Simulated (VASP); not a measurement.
# S (R-3m) in VASP: a series of runs, part 2 of 2

VASP 6.6.1. The steps go on from the part before.

## (4) Single point, PBE

INCAR reads:

```
PREC     = Accurate       # precision mode
ENCUT    = 500            # plane-wave cutoff, eV
EDIFF    = 1E-6           # SCF threshold, eV
ISMEAR   = 1              # smearing method
SIGMA    = 0.05           # smearing width, eV
LREAL    = False          # projectors in reciprocal space
LASPH    = True           # aspherical terms in the spheres
NELM     = 120            # most SCF steps
ALGO     = Normal         # electronic algorithm
ISIF     = 2              # what is computed and relaxed
LWAVE    = False          # write WAVECAR
LCHARG   = True           # write CHGCAR
GGA      = PE             # functional
LELF     = True           # ELF
LVHAR    = True         
NBANDS   = 9              # bands
GGA_COMPAT= False
```

KPOINTS reads:

```
Automatic mesh
0
Gamma
  7 7 7
```

POSCAR reads:

```
S
1.0
    1.6385000000      0.9459884161      0.8613333333
   -1.6385000000      0.9459884161      0.8613333333
    0.0000000000     -1.8919768321      0.8613333333
S
1
Direct
    0.0000000000      0.0000000000      0.0000000000
```

Potentials or basis: VASP PAW PBE potentials, release 64 (S).

Run with:

```bash
cat potpaw_PBE.64/S/POTCAR > POTCAR
mpirun -np 1 vasp_std > vasp.out
```

OUTCAR:

```text
PREC = Accurate
   ENCUT = 500
   EDIFF = 1E-6
   ISMEAR = 1
   LREAL = False
   LASPH = True
   NELM = 120
   ISIF = 2
   GGA = PE

 ion  position               nearest neighbor table
   1  0.000  0.000  0.000-

  LATTYP: Found a trigonal (rhomboedric) cell.
 ALAT       =     2.0788149135
 COS(alpha) =    -0.2424852435

  Lattice vectors:

 A1 = (   1.6385000000,   0.9459884161,   0.8613333333)
 A2 = (  -1.6385000000,   0.9459884161,   0.8613333333)
 A3 = (   0.0000000000,  -1.8919768321,   0.8613333333)

Analysis of symmetry for initial positions (statically):
=====================================================================
 Subroutine PRICEL returns:
 Original cell was already a primitive cell.

 Routine SETGRP: Setting up the symmetry group for a
 trigonal (rhombohedral) supercell.

 Subroutine GETGRP returns: Found 12 space group operations
 (whereof 12 operations were pure point group operations)
 out of a pool of 12 trial point group operations.

The static configuration has the point symmetry D_3d.

Analysis of symmetry for dynamics (positions and initial velocities):
=====================================================================
 Subroutine PRICEL returns:
 Original cell was already a primitive cell.

 Routine SETGRP: Setting up the symmetry group for a
 trigonal (rhombohedral) supercell.

 Subroutine GETGRP returns: Found 12 space group operations
 (whereof 12 operations were pure point group operations)
 out of a pool of 12 trial point group operations.

The dynamic configuration has the point symmetry D_3d.

 Subroutine INISYM returns: Found 12 space group operations
 (whereof 12 operations are pure point group operations),
 and found     1 'primitive' translations

----------------------------------------------------------------------------------------

                                     Primitive cell
[... 111 lines left out ...]
  Fermi-wavevector in a.u.,A,eV,Ry     =   1.486758  2.809565 30.074995  2.210450
  Thomas-Fermi vector in A             =   2.600004
   LORBIT       =      0    0 simple, 1 ext, 2 COOP (PROOUT), +10 PAW based schemes
   GGA     = PE    functional components
   LHFCALC =     F    Hartree Fock is set to
   AEXX    =    0.0000 exact exchange contribution
   IVDW    =     0    specifies the selected vdW correction
   LEPSILON=     F    determine dielectric tensor
   LRPA    =     F    only Hartree local field effects (RPA)
 non-spin polarized calculation
 Methfessel and Paxton  Order N= 1 SIGMA  =   0.05
  energy-cutoff  :      500.00
  volume of cell :        8.01
 maximum number of plane-waves:       208
   NGX =  7   NGY =  7   NGZ =  7

 number of electron       5.9999998 magnetization

 Free energy of the ion-electron system (eV)
  ---------------------------------------------------
  ext. energy  EPLUGINS =         0.00000000
  ---------------------------------------------------
  free energy    TOTEN  =        -0.17797212 eV

  energy without entropy =       -0.17762029  energy(sigma->0) =       -0.17785484

 E-fermi :  20.8233     XC(G=0): -14.5493

 val. band max:       20.8126633214   @ k =  -0.4286   0.4286   0.2857
 cond. band min:      20.8696542610   @ k =  -0.1429   0.1429   0.1429
 fundamental gap:      0.0569909396
 Fermi energy:        20.8232529113

 k-point     1 :       0.0000    0.0000    0.0000
  band No.  band energies     occupation
      1      -5.9145      2.00000
      2      25.9602      0.00000
      3      29.0910      0.00000
      4      29.0910      0.00000
      5      29.3810      0.00000
      6      29.3810      0.00000
      7      37.3338      0.00000
      8      43.6199      0.00000
      9      43.6199      0.00000
[... 265 lines left out ...]
 k-point    24 :       0.4286    0.2857    0.1429
  band No.  band energies     occupation
      1       5.1374      2.00000
      2       9.7444      2.00000
      3      12.9365      2.00000
      4      19.6522      2.00000
      5      31.6327      0.00000
      6      37.7306      0.00000
      7      42.9018      0.00000
      8      44.6110      0.00000
      9      51.3278      0.00000

 [... further k-points ...]

------------------------ aborting loop because EDIFF is reached ----------------------------------------

  FORCE on cell =-STRESS in cart. coord.  units (eV):
  Direction    XX          YY          ZZ          XY          YZ          ZX
  --------------------------------------------------------------------------------------
  -------------------------------------------------------------------------------------
  Total       10.7402749     10.7402749     10.2514090      0.0000000      0.0000000      0.0000000
  in kB     2148.1826730   2148.1826730   2050.4036970      0.0000000      0.0000001      0.0000000
  external PRESSURE =    2115.5896810 kB  Pullay stress =       0.0000000 kB

 VOLUME and BASIS-vectors are now :
 -----------------------------------------------------------------------------
  energy-cutoff  :      500.00
  volume of cell :        8.01
      direct lattice vectors                 reciprocal lattice vectors
     1.638500000  0.945988416  0.861333333     0.305157156  0.176182566  0.386996904
    -1.638500000  0.945988416  0.861333333    -0.305157156  0.176182566  0.386996904
     0.000000000 -1.891976832  0.861333333     0.000000000 -0.352365132  0.386996904

 POSITION                                       TOTAL-FORCE (eV/Angst)
 -----------------------------------------------------------------------------------
      0.00000      0.00000      0.00000        -0.000000     -0.000000      0.000000
 -----------------------------------------------------------------------------------
    total drift:                               -0.000000      0.000000     -0.000000

  FREE ENERGIE OF THE ION-ELECTRON SYSTEM (eV)
  ---------------------------------------------------
  free  energy   TOTEN  =        -0.1779721189 eV

  energy  without entropy=       -0.1776202924  energy(sigma->0) =       -0.17785484
```

Wall time 2.9 s (1 thread of Intel Xeon Platinum 8488C (Sapphire Rapids), shared host); peak memory 0.1 GiB.

What came out:

* Free energy: -0.1780 eV
* Pressure: 211.6 GPa
* Band gap on the k mesh: zero (bands 3 and 4 overlap by 15.29 eV)

Stress tensor (GPa, compression positive):
```
214.82   0.00   0.00
  0.00 214.82   0.00
  0.00   0.00 205.04
```

Caveat: the k points lie up to 0.47 Å⁻¹ apart, too coarse for converged energies and pressures of a metal.

## (5) Summary

```csv
k mesh,gap on the mesh (eV),pressure (GPa)
5 × 5 × 5,none,209.5
6 × 6 × 6,none,210.9
7 × 7 × 7,none,211.6
```

Alike in all rows: task single point; level PBE; potentials or basis VASP PAW PBE potentials, release 64 (S); no spin polarisation; cell as given; cutoff (eV) 500; smearing methfessel-paxton 0.05 eV.

Caveats: all runs use coarse meshes.

Total energies depend on the potentials used, so only differences within one code and one set of settings carry meaning.
